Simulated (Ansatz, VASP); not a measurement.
Si2Sb: VASP beside Ansatz

```
Si Sb
1.0
     0.00000    3.04437    3.04437
     3.04437    0.00000    3.04437
     3.04437    3.04437    0.00000
Si Sb
2 1
Cartesian
  1.5222 1.5222 1.5222
  4.5666 4.5666 4.5666
  0.0000 0.0000 0.0000
```

Alike in both runs: task relaxation of cell and atoms; functional r2SCAN; k mesh 6 × 6 × 6; occupations gaussian, width 0.1 eV; no spin polarisation.

|  | VASP | Ansatz |
| --- | --- | --- |
| version | VASP 6.6.1 | Ansatz 0.2.0 |
| potentials or method | VASP PAW PBE potentials, release 64 (Si, Sb), cutoff 600 eV | scalar-relativistic, plane waves, PAW |
| valence electrons in the cell | 13 | 23 |

VASP gave:

```
gap on the k mesh at the Fermi level, each at its own relaxed structure (eV) : none
relaxed volume (Å³/atom)                                                     : 23.73
relaxed cell length with the largest relative difference (Å)                 : 4.652
```

Question: Estimate Ansatz's values.

Answer: gap on the k mesh at the Fermi level, each at its own relaxed structure (eV): none; relaxed volume (Å³/atom): 23.52; relaxed cell length with the largest relative difference (Å): 4.638.

VASP's potentials were made for PBE, not for r2SCAN. A gap of «none» marks a metal or a gap that the smearing closes. VASP's potentials hold 13 valence electrons a cell and Ansatz's 23, so a difference there can come from the potentials and not from the codes.

Neither program's run includes spin-orbit coupling. Noted on VASP's run: the volume moved by over 15 % at a fixed basis, so the end points are rough.
